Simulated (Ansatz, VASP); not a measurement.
# Two plane-wave programs on Sn

Contents of POSCAR:

```
Sn
1.0
   -1.8946518200      1.8946518200      1.8946518200
    1.8946518200     -1.8946518200      1.8946518200
    1.8946518200      1.8946518200     -1.8946518200
Sn
1
Direct
    0.0000000000      0.0000000000      0.0000000000
```

INCAR.step1

```
ALGO     = Normal         # electronic algorithm
EDIFF    = 1E-4           # SCF threshold, eV
ENCUT    = 520            # plane-wave cutoff, eV
GGA      = PE             # functional
ISMEAR   = 0              # smearing method
LASPH    = True           # aspherical terms in the spheres
LCHARG   = False          # write CHGCAR
LREAL    = False          # projectors in reciprocal space
LWAVE    = True           # write WAVECAR
NBANDS   = 13             # bands
NELM     = 60             # most SCF steps
PREC     = Accurate       # precision mode
SIGMA    = 0.5            # smearing width, eV
```

The input INCAR.step2:

```
ALGO     = Normal         # electronic algorithm
EDIFF    = 1E-6           # SCF threshold, eV
ENCUT    = 520            # plane-wave cutoff, eV
ISIF     = 2              # what is computed and relaxed
ISMEAR   = 0              # smearing method
ISTART   = 1            
LASPH    = True           # aspherical terms in the spheres
LCHARG   = True           # write CHGCAR
LELF     = True           # ELF
LMIXTAU  = True         
LREAL    = False          # projectors in reciprocal space
LVHAR    = True         
LWAVE    = False          # write WAVECAR
METAGGA  = R2SCAN         # meta-GGA
NBANDS   = 13             # bands
NELM     = 60             # most SCF steps
PREC     = Accurate       # precision mode
SIGMA    = 0.5            # smearing width, eV
```

Contents of KPOINTS:

```
k-points
0
Gamma
  12 12 12
```

Input for Ansatz:

```yaml
crystal:
  lattice:
    - [-1.89465182, 1.89465182, 1.89465182]
    - [1.89465182, -1.89465182, 1.89465182]
    - [1.89465182, 1.89465182, -1.89465182]
  atoms:
    - { symbol: Sn, position: [0.0, 0.0, 0.0] }
basis:
  ecutwfc: 650.0
kpoints:
  mp_grid:
    grid: [12, 12, 12]
    shift: [0.0, 0.0, 0.0]
hamiltonian:
  xc: r2scan
scf:
  occupations:
    method: gaussian
    width: 0.5
output:
  forces: true
  stress: true
```

Alike in both runs: task single point; functional r2SCAN; k mesh 12 × 12 × 12; occupations gaussian, width 0.5 eV; no spin polarisation.

|  | VASP | Ansatz |
| --- | --- | --- |
| version | VASP 6.6.1 | Ansatz 0.2.0 |
| potentials or method | VASP PAW PBE potentials, release 64 (Sn_d), cutoff 520 eV | plane waves, PAW |
| valence electrons in the cell | 14 | 14 |

```csv
,VASP,Ansatz,Ansatz less VASP
pressure (GPa),-0.4,-0.4,-0.01
```

VASP's potentials were made for PBE, not for r2SCAN.
